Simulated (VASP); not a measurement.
Set up this calculation in VASP 6.6.1, as the native input.

* Task: single point
* Functional: PBE
* Potentials or basis: VASP PAW PBE potentials, release 64 (Pb_d)
* Cutoff: 520 eV
* k mesh: 14 × 14 × 8
* Occupations: fermi-dirac, width 0.05 eV
* Spin: no spin polarisation
* Dipole correction: no
* Further INCAR settings: ALGO = Normal; EDIFF = 1e-07; NBANDS = 21

The structure of Pb lies in POSCAR:

```
Pb
1.0
    3.5388106615      0.0000000000      0.0000000000
   -1.7694053308      3.0646999320      0.0000000000
    0.0000000000      0.0000000000      5.8690854987
Pb
2
Direct
    0.3333333333      0.6666666667      0.2500000000
    0.6666666667      0.3333333333      0.7500000000
```

The input as run:

INCAR

```
SYSTEM = Pb
PREC = Accurate ; ENCUT = 520
EDIFF = 1E-7 ; ISMEAR = -1
SIGMA = 0.05 ; LREAL = .False.
LASPH = .True. ; NELM = 80
ALGO = Normal ; ISIF = 2
LWAVE = .False. ; LCHARG = .False.
GGA = PE ; NBANDS = 21
```

KPOINTS

```
Automatic mesh
0
Gamma
  14 14 8
  0 0 0
```

Potentials or basis: VASP PAW PBE potentials, release 64 (Pb_d).

Run with:

```bash
$ cat potpaw_PBE.64/Pb_d/POTCAR > POTCAR
$ mpirun -np 1 vasp_std > vasp.out
```

Results of the run:

* Pressure: -0.1 GPa
* Band gap on the k mesh: zero (band 14 reaches 12.27 eV, above the bottom of band 15 at 5.15 eV)

Caveat: spin-orbit coupling is left out, which moves the levels of the heavy elements.

Wall time 120 s on 1 thread of Intel Xeon 6975P-C, with other jobs on the host, peak memory 0.27 GiB.
